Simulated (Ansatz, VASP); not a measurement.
**One calculation of BeS, two programs**

```
CELL_PARAMETERS angstrom
0.00000 2.43806 2.43806
2.43806 0.00000 2.43806
2.43806 2.43806 0.00000
ATOMIC_POSITIONS crystal
Be 0.50000 0.50000 0.50000
S 0.25000 0.25000 0.25000
```

Alike in both runs: functional PBE; k mesh 8 × 8 × 8; occupations gaussian, width 0.02 eV; no spin polarisation.

Ansatz relaxed the structure, and its values are those at the end. VASP's run is a single point on that final structure, the one shown.

|  | VASP | Ansatz |
| --- | --- | --- |
| version | VASP 6.6.1 | Ansatz 0.2.0 |
| potentials or method | VASP PAW PBE potentials, release 64 (Be, S), cutoff 520 eV | scalar-relativistic, plane waves, PAW |
| valence electrons in the cell | 8 | 8 |

|  | VASP | Ansatz | Ansatz less VASP |
| --- | --- | --- | --- |
| gap on the k mesh at the Fermi level (eV) | 3.15 | 3.15 | -0.001 |
| least direct gap on the mesh (eV) | 5.68 | 5.66 | -0.018 |
| pressure (GPa) | 0.0 | 0.0 | -0.01 |
